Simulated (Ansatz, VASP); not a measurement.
## One calculation of P3C, two programs

File INCAR:

```
SYSTEM = P3C
PREC = Accurate
ENCUT = 600
EDIFF = 1E-7
ISMEAR = 0
SIGMA = 0.1
LREAL = .False.
LASPH = .True.
NELM = 120
ALGO = Normal
ISIF = 3
LWAVE = .False.
LCHARG = .False.
GGA = PE
IBRION = 2
NSW = 90
EDIFFG = -0.04
GGA_COMPAT = .False.
NELMIN = 4
```

KPOINTS

```
Automatic mesh
0
Gamma
  4 4 4
  0 0 0
```

File POSCAR:

```
P3C
1.0
   -2.6472025800      2.6472025800      2.6472025800
    2.6472025800     -2.6472025800      2.6472025800
    2.6472025800      2.6472025800     -2.6472025800
P C
3 1
Direct
    0.0000000000      0.5000000000      0.5000000000
    0.5000000000      0.0000000000      0.5000000000
    0.5000000000      0.5000000000      0.0000000000
    0.0000000000      0.0000000000      0.0000000000
```

Input for Ansatz:

```yaml
crystal:
  lattice:
    - [-2.64720258, 2.64720258, 2.64720258]
    - [2.64720258, -2.64720258, 2.64720258]
    - [2.64720258, 2.64720258, -2.64720258]
  atoms:
    - { symbol: P, position: [0.0, 0.5, 0.5] }
    - { symbol: P, position: [0.5, 0.0, 0.5] }
    - { symbol: P, position: [0.5, 0.5, 0.0] }
    - { symbol: C, position: [0.0, 0.0, 0.0] }
basis:
  ecutwfc: 420
kpoints:
  mp_grid: { grid: [4, 4, 4] }
hamiltonian:
  xc: pbe
scf:
  occupations: { method: gaussian, width: 0.1 }
  lower_state_search: "off"
output:
  forces: true
  stress: true
  eigenvalues: true
relax:
  adjacent_minimum: "off"
  f_tol: 0.04
  max_steps: 70
  cell: { stress_tol: 0.4 }
```

Change from the starting cell: species swapped into the Sb3Au type (Im-3m, No. 229).

Alike in both runs: task relaxation of cell and atoms; functional PBE; k mesh 4 × 4 × 4; occupations gaussian, width 0.1 eV; no spin polarisation.

|  | VASP | Ansatz |
| --- | --- | --- |
| version | VASP 6.6.1 | Ansatz 0.2.0 |
| potentials or method | VASP PAW PBE potentials, release 64 (P, C), cutoff 600 eV | scalar-relativistic, plane waves, PAW |
| valence electrons in the cell | 19 | 19 |

Ansatz gave:

```
gap on the k mesh at the Fermi level, each at its own relaxed structure (eV) : none
relaxed volume (Å³/atom)                                                     : 12.00
relaxed length of the cell vector where the two differ most in proportion (Å)              : 3.966
```

Task: Estimate VASP's values.

Result: gap on the k mesh at the Fermi level, each at its own relaxed structure (eV): none; relaxed volume (Å³/atom): 11.97; relaxed length of the cell vector where the two differ most in proportion (Å): 3.962.

A gap of «none» marks a metal or a gap that the smearing closes.

The k mesh is coarse, so the values compare programs but aren't converged. Noted on VASP's run: the volume moved by over 15 % at a fixed basis, so the end points are rough.
